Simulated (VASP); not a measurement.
PbS, 2 atoms in the cell. Symmetry: P-6m2, No. 187, hexagonal system. Conventional cell: a = 4.090 Å, b = 4.090 Å, c = 3.788 Å, α = 90.00°, β = 90.00°, γ = 120.00°. Pb (site symmetry -6m2) has 6 S at 3.03 Å and 2 Pb at 3.79 Å within 4.0 Å. Within 4.0 Å of S (site symmetry -6m2) lie 6 Pb at 3.03 Å and 2 S at 3.79 Å. 

```yaml
Program: VASP 6.6.1
Task: single point
Functional: PBE
Potentials_or_basis: VASP PAW PBE potentials, release 64 (Pb_d, S)
Cutoff: 520 eV
k_mesh: 8 × 8 × 7
Occupations: gaussian, width 0.029 eV
Spin: no spin polarisation
Dipole_correction: no
Further_INCAR_settings: ALGO = Normal; EDIFF = 1e-07; NBANDS = 17
```

Potentials or basis: VASP PAW PBE potentials, release 64 (Pb_d, S).

Run with:

```bash
$ cat potpaw_PBE.64/Pb_d/POTCAR potpaw_PBE.64/S/POTCAR > POTCAR
$ mpirun -np 1 vasp_std > vasp.out
```

Hardware: 1 thread of AMD EPYC 9R14 (Zen 4) (shared host).

**Question.** Estimate the wall time of this run.

**Answer.** Wall time 23 s on 1 thread of AMD EPYC 9R14 (Zen 4) (shared host), peak memory 0.15 GiB. Counts: scf iterations 13, k points 40.
